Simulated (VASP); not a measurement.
# In (I4/mmm) in VASP: relaxation of cell and atoms with PBE

Aim: the relaxation of cell and atoms of In with PBE.

All numbers are computed with VASP 6.6.1; they aren't measurements. Logs are shortened: lines on timing, memory, paths and dates and some standing lists are left out, and cuts for length are marked.

## Step 1: The cell of the first run

It takes space group I4/mmm (No. 139, tetragonal). The conventional cell has a = 3.442 Å, b = 3.442 Å, c = 4.633 Å, α = 90.00°, β = 90.00°, γ = 90.00°. Within 4.4 Å of In (site symmetry 4/mmm) lie 12 In at 3.36 to 3.44 Å.

The cell was generated, and may not be a known phase.

## Step 2: Relaxation of cell and atoms, PBE

Input file INCAR:

```
SYSTEM = In
PREC = Accurate ; ENCUT = 600
EDIFF = 1E-6 ; ISMEAR = 0
SIGMA = 0.1 ; LREAL = .False.
LASPH = .True. ; NELM = 100
ALGO = Fast ; ISIF = 3
LWAVE = .False. ; LCHARG = .False.
GGA = PE ; IBRION = 2
NSW = 100 ; EDIFFG = -0.01
```

Input file KPOINTS:

```
regular mesh
0
Gamma
  22 22 22
  0 0 0
```

Input file POSCAR:

```
In
1.0
   -1.7210509507      1.7210509507      2.3163538895
    1.7210509507     -1.7210509507      2.3163538895
    1.7210509507      1.7210509507     -2.3163538895
In
1
Direct
    0.0000000000      0.0000000000      0.0000000000
```

Potentials or basis: VASP PAW PBE potentials, release 64 (In_d).

Run with:

```bash
$ cat potpaw_PBE.64/In_d/POTCAR > POTCAR
$ mpirun -np 1 vasp_std > vasp.out
```

OUTCAR:

```text
SYSTEM = In
   PREC = Accurate
   ENCUT = 600
   EDIFF = 1E-6
   ISMEAR = 0
   LREAL = .False.
   LASPH = .True.
   NELM = 100
   ISIF = 3
   GGA = PE
   IBRION = 2
   NSW = 100
   EDIFFG = -0.01

 ion  position               nearest neighbor table
   1  0.000  0.000  0.000-

  LATTYP: Found a body centered tetragonal cell.
 ALAT       =     3.4421019014
 C/A-ratio  =     1.3458950117

  Lattice vectors:

 A1 = (  -1.7210509507,   1.7210509507,   2.3163538895)
 A2 = (   1.7210509507,  -1.7210509507,   2.3163538895)
 A3 = (   1.7210509507,   1.7210509507,  -2.3163538895)

Analysis of symmetry for initial positions (statically):
=====================================================================
 Subroutine PRICEL returns:
 Original cell was already a primitive cell.

 Routine SETGRP: Setting up the symmetry group for a
 body centered tetragonal supercell.

 Subroutine GETGRP returns: Found 16 space group operations
 (whereof 16 operations were pure point group operations)
 out of a pool of 16 trial point group operations.

The static configuration has the point symmetry D_4h.

Analysis of symmetry for dynamics (positions and initial velocities):
=====================================================================
 Subroutine PRICEL returns:
 Original cell was already a primitive cell.

 Routine SETGRP: Setting up the symmetry group for a
 body centered tetragonal supercell.

 Subroutine GETGRP returns: Found 16 space group operations
 (whereof 16 operations were pure point group operations)
 out of a pool of 16 trial point group operations.

The dynamic configuration has the point symmetry D_4h.

 Subroutine INISYM returns: Found 16 space group operations
 (whereof 16 operations are pure point group operations),
 and found     1 'primitive' translations

----------------------------------------------------------------------------------------

                                     Primitive cell

  volume of cell :      27.4443

  direct lattice vectors                    reciprocal lattice vectors
    -1.721050951  1.721050951  2.316353890     0.000000000  0.290520161  0.215856481
     1.721050951 -1.721050951  2.316353890     0.290520161  0.000000000  0.215856481
     1.721050951  1.721050951 -2.316353890     0.290520161  0.290520161  0.000000000

  length of vectors
     3.359989299  3.359989299  3.359989299     0.361933674  0.361933674  0.410857552

  position of ions in fractional coordinates (direct lattice)
[... 91 lines left out ...]
   EFERMI =   0.00;   METHOD = LEGACY
   ISMEAR =     0;   SIGMA  =   0.10  broadening in eV -4-tet -1-fermi 0-gaus
   EFERMI_NEDOS =   21; number of points for ismear=-14 and -15
   IALGO  =     68    algorithm
   IMIX   =      4    mixing-type and parameters
     AMIX     =   0.40;   BMIX     =  1.00
     AMIX_MAG =   1.60;   BMIX_MAG =  1.00
  volume/ion in A,a.u.               =      27.44       185.20
  Fermi-wavevector in a.u.,A,eV,Ry     =   1.276160  2.411593 22.158239  1.628585
  Thomas-Fermi vector in A             =   2.408832
   LORBIT       =      0    0 simple, 1 ext, 2 COOP (PROOUT), +10 PAW based schemes
   GGA     = PE    functional components
   LHFCALC =     F    Hartree Fock is set to
   AEXX    =    0.0000 exact exchange contribution
   IVDW    =     0    specifies the selected vdW correction
   LEPSILON=     F    determine dielectric tensor
   LRPA    =     F    only Hartree local field effects (RPA)
 conjugate gradient relaxation of ions
 non-spin polarized calculation
 RMM-DIIS sequential band-by-band and
 Gauss-broadening in eV      SIGMA  =   0.10
  energy-cutoff  :      600.00
  volume of cell :       27.44
 maximum number of plane-waves:       932
   NGX = 13   NGY = 13   NGZ = 13

--------------------------------------- Ionic step        1  -------------------------------------------

 number of electron      12.9999996 magnetization

 Free energy of the ion-electron system (eV)
  ---------------------------------------------------
  ext. energy  EPLUGINS =         0.00000000
  ---------------------------------------------------
  free energy    TOTEN  =        -2.56136173 eV

  energy without entropy =       -2.55940304  energy(sigma->0) =       -2.56038239

------------------------ aborting loop because EDIFF is reached ----------------------------------------

  FORCE on cell =-STRESS in cart. coord.  units (eV):
  Direction    XX          YY          ZZ          XY          YZ          ZX
  --------------------------------------------------------------------------------------
  -------------------------------------------------------------------------------------
  Total        0.0156150      0.0156150      0.0350848      0.0000000     -0.0000000      0.0000000
  in kB        0.9115926      0.9115926      2.0482222      0.0000000     -0.0000000      0.0000000
  external PRESSURE =       1.2904692 kB  Pullay stress =       0.0000000 kB
[... 92 lines left out ...]
--------------------------------------- Ionic step        4  -------------------------------------------

 number of electron      12.9999995 magnetization

 Free energy of the ion-electron system (eV)
  ---------------------------------------------------
  ext. energy  EPLUGINS =         0.00000000
  ---------------------------------------------------
  free energy    TOTEN  =        -2.56139186 eV

  energy without entropy =       -2.55943462  energy(sigma->0) =       -2.56041324

 E-fermi :   6.9399     XC(G=0): -10.0115

 val. band max:        6.9261802322   @ k =  -0.4545   0.4545   0.2727
 cond. band min:       6.9416535635   @ k =  -0.1818  -0.3636   0.0909
 fundamental gap:      0.0154733313
 Fermi energy:         6.9399084368

 k-point     1 :       0.0000    0.0000    0.0000
  band No.  band energies     occupation
      1      -7.6496      2.00000
      2      -7.6496      2.00000
      3      -7.5952      2.00000
      4      -7.5121      2.00000
      5      -7.4570      2.00000
      6      -2.2436      2.00000
      7      16.9970      0.00000
      8      17.1193      0.00000
      9      17.1193      0.00000
     10      18.3880      0.00000
[... 287 lines left out ...]
 k-point    24 :      -0.4545    0.0455    0.0000
  band No.  band energies     occupation
      1      -7.6766      2.00000
      2      -7.6447      2.00000
      3      -7.5923      2.00000
      4      -7.3687      2.00000
      5      -7.3487      2.00000
      6       1.8857      2.00000
      7       4.8113      2.00000
      8      14.3896      0.00000
      9      15.0403      0.00000
     10      17.4301      0.00000

 [... further k-points ...]
[... 5 lines left out ...]
  --------------------------------------------------------------------------------------
  -------------------------------------------------------------------------------------
  Total       -0.0094187     -0.0094187      0.0039702      0.0000000      0.0000000      0.0000000
  in kB       -0.5479222     -0.5479222      0.2309618      0.0000000      0.0000000      0.0000000
  external PRESSURE =      -0.2882942 kB  Pullay stress =       0.0000000 kB
[... 16 lines left out ...]
  FREE ENERGIE OF THE ION-ELECTRON SYSTEM (eV)
  ---------------------------------------------------
  free  energy   TOTEN  =        -2.5613918557 eV

  energy  without entropy=       -2.5594346207  energy(sigma->0) =       -2.56041324

 reached required accuracy - stopping structural energy minimisation
```

It took 16 min on 1 thread of Oxide Virtual Turin-like, shared host; peak memory 0.38 GiB.

Results:

| Quantity | Value |
| --- | --- |
| Free energy | -2.5614 eV |
| Relaxed volume | 27.54 Å³/atom |
| Relaxed cell | a = 3.364 Å, b = 3.364 Å, c = 3.364 Å, α = 118.41°, β = 118.41°, γ = 92.78° |
| Space group after relaxing (to 0.1 Å) | I4/mmm (No. 139) |
| Energy gained by relaxing | 0.0 meV/atom |
| Ionic steps | 4 |
| Pressure after relaxing | 0.0 GPa |
| Band gap on the k mesh | zero (an odd number of electrons rules out a gap without spin polarisation) |

Stress tensor (GPa, compression positive):
```
-0.05  0.00  0.00
 0.00 -0.05  0.00
 0.00  0.00  0.02
```

Final structure:
```
In
1.0
    -1.72248    1.72248    2.32067
     1.72248   -1.72248    2.32067
     1.72248    1.72248   -2.32067
In
1
Direct
  0.00000 0.00000 0.00000
```

Caveat: spin-orbit coupling is left out, which moves the levels of the heavy elements.
